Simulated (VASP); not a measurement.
# Zn2O in VASP: further runs

Zn2O is run at these levels: PBE; tasks: relaxation of cell and atoms, single point.

Everything below comes from runs of VASP 6.6.1. Logs are shortened: lines on timing, memory, paths and dates and some standing lists are left out, and cuts for length are marked.

### Step 1. The cell of the first run

Symmetry: R3m, No. 160, trigonal system. The conventional cell has a = 3.764 Å, b = 3.764 Å, c = 9.098 Å, α = 90.00°, β = 90.00°, γ = 120.00°. Within 2.8 Å of Zn (site symmetry 3m) lie 4 Zn at 2.13 to 2.35 Å and 3 O at 2.21 Å. Zn (site symmetry 3m) has 4 Zn at 2.13 to 2.35 Å and 3 O at 2.23 Å within 2.8 Å. Within 2.9 Å of O (site symmetry 3m) lie 6 Zn at 2.21 to 2.23 Å.

The cell was built from a structure type or drawn by symmetry, and may not be a known phase.

### Step 2. Relaxation of cell and atoms, PBE

File INCAR:

```
ALGO = Normal
EDIFF = 1E-6
EDIFFG = -0.08
ENCUT = 600
GGA = PE
IBRION = 2
ISIF = 3
ISMEAR = 0
LASPH = T
LCHARG = F
LREAL = F
LWAVE = F
NELM = 100
NSW = 36
PREC = Accurate
SIGMA = 0.2
```

File KPOINTS:

```
k-points
0
Gamma
  6 6 6
```

File POSCAR:

```
Zn2O
1.0
    1.8817741500      1.0864428100      3.0325873500
   -1.8817741500      1.0864428100      3.0325873500
    0.0000000000     -2.1728856200      3.0325873500
Zn O
2 1
Direct
    0.2644240900      0.2644240900      0.2644240900
    0.0301185800      0.0301185800      0.0301185800
    0.6424792200      0.6424792200      0.6424792200
```

Potentials or basis: VASP PAW PBE potentials, release 64 (Zn, O).

On the command line:

```bash
$ cat potpaw_PBE.64/Zn/POTCAR potpaw_PBE.64/O/POTCAR > POTCAR
$ mpirun -np 1 vasp_std > vasp.out
```

OUTCAR:

```text
EDIFF = 1E-6
   EDIFFG = -0.08
   ENCUT = 600
   GGA = PE
   IBRION = 2
   ISIF = 3
   ISMEAR = 0
   LASPH = T
   LREAL = F
   NELM = 100
   NSW = 36
   PREC = Accurate

 ion  position               nearest neighbor table
   1  0.264  0.264  0.264-   2 2.13   3 2.21   3 2.21   3 2.21   2 2.35   2 2.35   2 2.35
   2  0.030  0.030  0.030-   1 2.13   3 2.23   3 2.23   3 2.23   1 2.35   1 2.35   1 2.35
   3  0.642  0.642  0.642-   1 2.21   1 2.21   1 2.21   2 2.23   2 2.23   2 2.23

  LATTYP: Found a trigonal (rhomboedric) cell.
 ALAT       =     3.7306859914
 COS(alpha) =     0.4911525535

  Lattice vectors:

 A1 = (   1.8817741500,   1.0864428100,   3.0325873500)
 A2 = (  -1.8817741500,   1.0864428100,   3.0325873500)
 A3 = (   0.0000000000,  -2.1728856200,   3.0325873500)

Analysis of symmetry for initial positions (statically):
=====================================================================
 Subroutine PRICEL returns:
 Original cell was already a primitive cell.

 Routine SETGRP: Setting up the symmetry group for a
 trigonal (rhombohedral) supercell.

 Subroutine GETGRP returns: Found  6 space group operations
 (whereof  6 operations were pure point group operations)
 out of a pool of 12 trial point group operations.

The static configuration has the point symmetry C_3v.

Analysis of symmetry for dynamics (positions and initial velocities):
=====================================================================
 Subroutine PRICEL returns:
 Original cell was already a primitive cell.

 Routine SETGRP: Setting up the symmetry group for a
 trigonal (rhombohedral) supercell.

 Subroutine GETGRP returns: Found  6 space group operations
 (whereof  6 operations were pure point group operations)
 out of a pool of 12 trial point group operations.

The dynamic configuration has the point symmetry C_3v.

 Subroutine INISYM returns: Found  6 space group operations
 (whereof  6 operations are pure point group operations),
 and found     1 'primitive' translations

----------------------------------------------------------------------------------------

                                     Primitive cell

  volume of cell :      37.1997

  direct lattice vectors                    reciprocal lattice vectors
     1.881774150  1.086442810  3.032587350     0.265706700  0.153405835  0.109917142
    -1.881774150  1.086442810  3.032587350    -0.265706700  0.153405835  0.109917142
     0.000000000 -2.172885620  3.032587350     0.000000000 -0.306811670  0.109917142

  length of vectors
     3.730685991  3.730685991  3.730685990     0.325906703  0.325906703  0.325906703

  position of ions in fractional coordinates (direct lattice)
     0.264424090  0.264424090  0.264424090
     0.030118580  0.030118580  0.030118580
     0.642479220  0.642479220  0.642479220

  ion indices of the primitive-cell ions
   primitive index   ion index
                 1           1
                 2           2
                 3           3

----------------------------------------------------------------------------------------

 KPOINTS: k-points

Automatic generation of k-mesh.
 Grid dimensions read from file:
 generate k-points for:    6    6    6

 Generating k-lattice:

  Cartesian coordinates                     Fractional coordinates (reciprocal lattice)
     0.044284450  0.025567639  0.018319524     0.166666667  0.000000000  0.000000000
    -0.044284450  0.025567639  0.018319524     0.000000000  0.166666667  0.000000000
     0.000000000 -0.051135278  0.018319524     0.000000000  0.000000000  0.166666667

  Length of vectors
     0.054317784  0.054317784  0.054317784

  Shift w.r.t. Gamma in fractional coordinates (k-lattice)
     0.000000000  0.000000000  0.000000000

 Subroutine IBZKPT returns following result:
 ===========================================

 Found     32 irreducible k-points:

 Following reciprocal coordinates:
            Coordinates               Weight
  0.000000  0.000000  0.000000      1.000000
  0.166667 -0.000000 -0.000000      6.000000
  0.333333  0.000000  0.000000      6.000000
  0.500000  0.000000 -0.000000      3.000000
  0.166667  0.166667 -0.000000      6.000000
  0.333333  0.166667 -0.000000     12.000000
[... 16 lines left out ...]
  0.500000  0.500000  0.166667      6.000000
 -0.333333  0.500000  0.166667     12.000000
 [... further k-points ...]
   k-points           NKPTS =     32   k-points in BZ     NKDIM =     32   number of bands    NBANDS=     19
   number of dos      NEDOS =    301   number of ions     NIONS =      3
   total plane-waves  NPLWV =  27000
   dimension x,y,z NGX =    30 NGY =   30 NGZ =   30
   dimension x,y,z NGXF=    60 NGYF=   60 NGZF=   60
   ions per type =               2   1
   NGX,Y,Z   is equivalent  to a cutoff of  13.37, 13.37, 13.37 a.u.
   NGXF,Y,Z  is equivalent  to a cutoff of  26.74, 26.74, 26.74 a.u.
 SYSTEM =  unknown system
   PREC   = accura    normal or accurate (medium, high low for compatibility)
   ISTART =      0    job   : 0-new  1-cont  2-samecut
   ICHARG =      2    charge: 1-file 2-atom 10-const
   ISPIN  =      1    spin polarized calculation?
   LNONCOLLINEAR =      F non collinear calculations
   LSORBIT =      F    spin-orbit coupling
   LASPH  =      T    aspherical Exc in radial PAW
   ENCUT  =  600.0 eV  44.10 Ry    6.64 a.u.   7.45  7.45  7.45*2*pi/ulx,y,z
   NELM   =    100;   NELMIN=  2; NELMDL= -5     # of ELM steps
   EDIFF  = 0.1E-05   stopping-criterion for ELM
   LREAL  =      F    real-space projection
   EDIFFG = -.8E-01   stopping-criterion for IOM
   NSW    =     36    number of steps for IOM
   IBRION =      2    ionic relax: 0-MD 1-quasi-New 2-CG
   NFREE  =      1    steps in history (QN), initial steepest desc. (CG)
   ISIF   =      3    stress and relaxation
   ISYM   =      2    0-nonsym 1-usesym 2-fastsym
   POTIM  = 0.5000    time-step for ionic-motion
   TEBEG  =    0.0;   TEEND  =   0.0 temperature during run
   PSTRESS=    0.0 pullay stress
   NELECT =      30.0000    total number of electrons
   NUPDOWN=      -1.0000    fix difference up-down
   EMIN   =  10.00;   EMAX   =-10.00  energy-range for DOS
   EFERMI =   0.00;   METHOD = LEGACY
   ISMEAR =     0;   SIGMA  =   0.20  broadening in eV -4-tet -1-fermi 0-gaus
   EFERMI_NEDOS =   21; number of points for ismear=-14 and -15
   IALGO  =     38    algorithm
   IMIX   =      4    mixing-type and parameters
     AMIX     =   0.40;   BMIX     =  1.00
     AMIX_MAG =   1.60;   BMIX_MAG =  1.00
  volume/ion in A,a.u.               =      12.40        83.68
  Fermi-wavevector in a.u.,A,eV,Ry     =   1.523827  2.879615 31.593382  2.322048
  Thomas-Fermi vector in A             =   2.632217
   LORBIT       =      0    0 simple, 1 ext, 2 COOP (PROOUT), +10 PAW based schemes
   GGA     = PE    functional components
   LHFCALC =     F    Hartree Fock is set to
   AEXX    =    0.0000 exact exchange contribution
   IVDW    =     0    specifies the selected vdW correction
   LEPSILON=     F    determine dielectric tensor
   LRPA    =     F    only Hartree local field effects (RPA)
 conjugate gradient relaxation of ions
 non-spin polarized calculation
 Gauss-broadening in eV      SIGMA  =   0.20
  energy-cutoff  :      600.00
  volume of cell :       37.20
 maximum number of plane-waves:      1258
 NGX is ok and might be reduce to    30
   NGX = 15   NGY = 15   NGZ = 15

--------------------------------------- Ionic step        1  -------------------------------------------

 number of electron      30.0000001 magnetization

 Free energy of the ion-electron system (eV)
  ---------------------------------------------------
  ext. energy  EPLUGINS =         0.00000000
  ---------------------------------------------------
  free energy    TOTEN  =        -6.80690264 eV

  energy without entropy =       -6.79761406  energy(sigma->0) =       -6.80225835

------------------------ aborting loop because EDIFF is reached ----------------------------------------

  FORCE on cell =-STRESS in cart. coord.  units (eV):
  Direction    XX          YY          ZZ          XY          YZ          ZX
  --------------------------------------------------------------------------------------
  -------------------------------------------------------------------------------------
  Total        4.4979604      4.4979604      8.9475098      0.0000000      0.0000000     -0.0000000
  in kB      193.7257148    193.7257141    385.3663839      0.0000000      0.0000000     -0.0000000
  external PRESSURE =     257.6059376 kB  Pullay stress =       0.0000000 kB
[... 22 lines left out ...]
  energy  without entropy=       -6.7976140561  energy(sigma->0) =       -6.80225835

--------------------------------------- Ionic step        2  -------------------------------------------

 number of electron      29.9999994 magnetization

 E-fermi :   1.0739     XC(G=0):  -9.9985

 val. band max:        0.9676119391   @ k =  -0.1667   0.5000   0.1667
 cond. band min:       1.2079728168   @ k =  -0.3333   0.3333   0.3333
 fundamental gap:      0.2403608777
 Fermi energy:         1.0739118652

 k-point     1 :       0.0000    0.0000    0.0000
  band No.  band energies     occupation
      1     -16.5861      2.00000
      2      -6.4736      2.00000
      3      -6.4736      2.00000
      4      -6.2830      2.00000
      5      -6.2830      2.00000
      6      -6.1588      2.00000
[... 11 lines left out ...]
     18       6.3775      0.00000
     19       8.2041      0.00000
[... 489 lines left out ...]
      3      -6.3474      2.00000
      4      -6.2978      2.00000
      5      -6.1332      2.00000
      6      -5.9304      2.00000
[... 11 lines left out ...]
     18       5.1274      0.00000
     19       8.8036      0.00000

 [... further k-points ...]

------------------------ aborting loop because EDIFF is reached ----------------------------------------

  FORCE on cell =-STRESS in cart. coord.  units (eV):
  Direction    XX          YY          ZZ          XY          YZ          ZX
  --------------------------------------------------------------------------------------
  -------------------------------------------------------------------------------------
  Total       -1.4126134     -1.4126133      0.0502543      0.0000000      0.0000000     -0.0000000
  in kB      -46.2546228    -46.2546226      1.6455285      0.0000000      0.0000000     -0.0000000
  external PRESSURE =     -30.2879057 kB  Pullay stress =       0.0000000 kB
[... 55 lines left out ...]
  FREE ENERGIE OF THE ION-ELECTRON SYSTEM (eV)
  ---------------------------------------------------
  free  energy   TOTEN  =        -7.5030474955 eV

  energy  without entropy=       -7.4881512736  energy(sigma->0) =       -7.49559938

[... ionic steps 4 to 21 ...]

--------------------------------------- Ionic step       22  -------------------------------------------

 number of electron      29.9999983 magnetization

------------------------ aborting loop because EDIFF is reached ----------------------------------------

  FORCE on cell =-STRESS in cart. coord.  units (eV):
  Direction    XX          YY          ZZ          XY          YZ          ZX
  --------------------------------------------------------------------------------------
  -------------------------------------------------------------------------------------
  Total        0.0186243      0.0186243     -0.2207741      0.0000000     -0.0000000      0.0000000
  in kB        0.7493544      0.7493544     -8.8829381      0.0000000     -0.0000000      0.0000000
  external PRESSURE =      -2.4614097 kB  Pullay stress =       0.0000000 kB
[... 59 lines left out ...]
  energy  without entropy=       -8.9033980501  energy(sigma->0) =       -8.90563218

--------------------------------------- Ionic step       24  -------------------------------------------

 number of electron      29.9999997 magnetization

 Free energy of the ion-electron system (eV)
  ---------------------------------------------------
  ext. energy  EPLUGINS =         0.00000000
  ---------------------------------------------------
  free energy    TOTEN  =        -8.90853297 eV

  energy without entropy =       -8.90403818  energy(sigma->0) =       -8.90628557

 E-fermi :   2.6825     XC(G=0): -11.1504

 val. band max:        2.5756077716   @ k =   0.5000   0.0000  -0.0000
 cond. band min:       2.7517159488   @ k =   0.3333   0.3333   0.3333
 fundamental gap:      0.1761081772
 Fermi energy:         2.6825052276

 k-point     1 :       0.0000    0.0000    0.0000
  band No.  band energies     occupation
      1     -16.9510      2.00000
      2      -4.9234      2.00000
      3      -4.6003      2.00000
      4      -4.6003      2.00000
      5      -4.5879      2.00000
      6      -4.0177      2.00000
[... 11 lines left out ...]
     18      14.4078      0.00000
     19      14.4078      0.00000
[... 489 lines left out ...]
      3      -4.9346      2.00000
      4      -4.5434      2.00000
      5      -4.3848      2.00000
      6      -4.1486      2.00000
[... 11 lines left out ...]
     18       8.4160      0.00000
     19      10.1111      0.00000

 [... further k-points ...]

------------------------ aborting loop because EDIFF is reached ----------------------------------------

  FORCE on cell =-STRESS in cart. coord.  units (eV):
  Direction    XX          YY          ZZ          XY          YZ          ZX
  --------------------------------------------------------------------------------------
  -------------------------------------------------------------------------------------
  Total        0.1261866      0.1261866      0.1373176      0.0000000      0.0000000      0.0000000
  in kB        5.0946651      5.0946651      5.5440696      0.0000000      0.0000000      0.0000000
  external PRESSURE =       5.2444666 kB  Pullay stress =       0.0000000 kB
[... 18 lines left out ...]
  FREE ENERGIE OF THE ION-ELECTRON SYSTEM (eV)
  ---------------------------------------------------
  free  energy   TOTEN  =        -8.9085329677 eV

  energy  without entropy=       -8.9040381758  energy(sigma->0) =       -8.90628557

 reached required accuracy - stopping structural energy minimisation
```

Run time: 9.3 min. Hardware: 1 thread of Intel Xeon Platinum 8259CL at 2.50GHz (Skylake/Cascade Lake), shared host; peak memory 0.19 GiB.

What came out:

- Free energy: -8.9085 eV
- Relaxed volume: 13.23 Å³/atom
- Relaxed cell: a = 4.979 Å, b = 4.979 Å, c = 4.979 Å, α = 36.81°, β = 36.81°, γ = 36.81°
- Space group after relaxing (to 0.1 Å): R-3m (No. 166)
- Energy gained by relaxing: 700.5 meV/atom
- Ionic steps: 24
- Pressure after relaxing: 0.5 GPa
- Largest force after relaxing: 0.066 eV/Å
- Band gap on the k mesh: zero (bands 15 and 16 overlap by 1.11 eV)

Forces in eV/Å, atoms in the order of the input:
```
Zn   0.000  0.000  0.000
Zn   0.000  0.000  0.066
O    0.000  0.000 -0.066
```

Step by step:
```
step  energy change (eV)  largest force (eV/Å)  pressure (GPa)  volume (Å³)
   1              0.0000                1.3387           25.76        37.20
   2             -0.6704                0.5980           -3.03        48.93
   3             -0.6961                0.5276            0.52        46.16
   4             -0.6965                0.5461           -0.10        46.58
   5             -0.7462                0.6193           -0.19        46.84
   6             -0.9159                0.7815           -0.76        47.52
   7             -1.3126                0.8364           -3.77        48.42
   8             -1.6077                1.4293          -13.51        48.56
   9             -1.6225                0.0411           -7.43        48.74
  10             -1.6879                0.7120          -10.21        48.73
  11             -1.6806                0.4647           -9.09        48.75
  12             -1.7026                0.4965           -9.66        48.56
  13             -1.7544                0.6185          -10.44        47.96
  14             -1.7715                1.0413          -12.76        46.64
  15             -1.7781                0.8154          -11.55        47.34
  16             -1.8411                0.7894          -10.72        46.42
  17             -1.9940                0.6868           -7.22        43.72
  18             -2.0855                0.3328            3.49        38.59
  19             -2.0949                0.4496           -0.10        39.92
  20             -2.0953                0.4348            0.38        39.74
  21             -2.0989                0.2677            0.07        39.77
  22             -2.1005                0.1061           -0.25        39.82
  23             -2.1010                0.0967           -0.11        39.79
  24             -2.1016                0.0665            0.52        39.68
```

Final structure:
```yaml
crystal:
  lattice:
    - [1.57197, 0.90758, 4.63584]
    - [-1.57197, 0.90758, 4.63584]
    - [0.00000, -1.81516, 4.63584]
  atoms:
    - { symbol: Zn, position: [0.22709, 0.22709, 0.22709] }
    - { symbol: Zn, position: [0.06339, 0.06339, 0.06339] }
    - { symbol: O, position: [0.64654, 0.64654, 0.64654] }
```

Caveat: a cell axis changed by over 15 % at a fixed basis, so the end point is rough; the relaxation stopped at a loose force limit of 0.08 eV/Å, so its end isn't a converged minimum.

(Continued in part 2 of 2.)
